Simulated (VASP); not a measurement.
Here is a VASP 6.6.1 calculation.

The input POSCAR:

```
GaP
1.0
    0.0000000000      2.6888764900      2.6888764900
    2.6888764900      0.0000000000      2.6888764900
    2.6888764900      2.6888764900      0.0000000000
Ga P
1 1
Direct
    0.0000000000      0.0000000000      0.0000000000
    0.2500000000      0.2500000000      0.2500000000
```

The input INCAR.step1:

```
PREC = Accurate
ENCUT = 520
ISMEAR = -1
SIGMA = 0.02
LREAL = False
LASPH = True
NELM = 60
NBANDS = 16
GGA = PE
ALGO = Normal
EDIFF = 1E-4
LWAVE = True
LCHARG = False
```

INCAR.step2

```
PREC = Accurate
ENCUT = 520
EDIFF = 1E-6
ISMEAR = -1
SIGMA = 0.02
LREAL = False
LASPH = True
NELM = 60
ALGO = Normal
ISIF = 2
LWAVE = False
LCHARG = True
METAGGA = R2SCAN
LMIXTAU = True
LELF = True
LVHAR = True
NBANDS = 16
ISTART = 1
```

Contents of KPOINTS:

```
Automatic mesh
0
Gamma
  10 10 10
```

Potentials or basis: VASP PAW PBE potentials, release 64 (Ga_d, P).

Run with:

```bash
$ cat potpaw_PBE.64/Ga_d/POTCAR potpaw_PBE.64/P/POTCAR > POTCAR
$ cp INCAR.step1 INCAR
$ mpirun -np 1 vasp_std > vasp.out
$ cp INCAR.step2 INCAR
$ mpirun -np 1 vasp_std > vasp.out
```

Task: Estimate the band gap on the k mesh.

Result: 1.80 eV, indirect (least direct gap 2.70 eV).

Task: Estimate the pressure.

Result: 3.9 GPa.

Caveat: the PAW data sets were made with another functional, which shifts forces and pressure a little. A k mesh can miss the band edges.
